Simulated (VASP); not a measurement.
Write the native input for VASP 6.6.1 that does the following.

* Task: single point
* Functional: PBEsol
* Potentials or basis: VASP PAW PBE potentials, release 64 (Si)
* Cutoff: 520 eV
* k mesh: 10 × 10 × 4
* Occupations: gaussian, width 0.03 eV
* Spin: no spin polarisation
* Dipole correction: no
* Further INCAR settings: ALGO = Normal; EDIFF = 1e-06; NBANDS = 26

The structure of Si lies in POSCAR:

```
Si
1.0
    0.0000000000      0.0000000000      3.8373624245
    3.3221878745     -3.3221878745     -1.9186812122
    6.6443757490      6.6443757490      0.0000000000
Si
8
Direct
   -0.0645254047      0.0000000000      0.1787304307
    0.4465276891      0.0000000000      0.6787304307
    0.4465276891      0.0000000000      0.3212695693
   -0.0645254047      0.0000000000      0.8212695693
    0.8111584576      0.6425391386      0.0000000000
    0.4493783966      0.6425391386      0.5000000000
    0.1686193190      0.3574608614      0.0000000000
    0.8068392580      0.3574608614      0.5000000000
```

This cell differs from its parent crystal: atoms displaced along several vibrational modes.

The input as run:

INCAR

```
  PREC = Accurate
  ENCUT = 520
  EDIFF = 1E-6
  ISMEAR = 0
  SIGMA = 0.03
  LREAL = False
  LASPH = True
  NELM = 60
  ALGO = Normal
  ISIF = 2
  LWAVE = False
  LCHARG = False
  GGA = PS
  NBANDS = 26
```

KPOINTS

```
regular mesh
0
Gamma
  10 10 4
```

Potentials or basis: VASP PAW PBE potentials, release 64 (Si).

Run with:

```bash
$ cat potpaw_PBE.64/Si/POTCAR > POTCAR
$ mpirun -np 1 vasp_std > vasp.out
```

It gave:

```
Pressure               : -1.8 GPa
Largest force          : 1.291 eV/Å
Band gap on the k mesh : zero (bands 16 and 17 overlap by 0.48 eV)
```

Caveat: the cell differs from its parent crystal (atoms displaced along several vibrational modes); semilocal functionals underestimate gaps, and a narrow one can read as zero; the PAW data sets were made with another functional, which shifts forces and pressure a little.

Run time: 4.5 min on 1 thread of AMD EPYC 7R13 Processor (Zen 3), with other jobs on the host, peak memory 0.42 GiB.
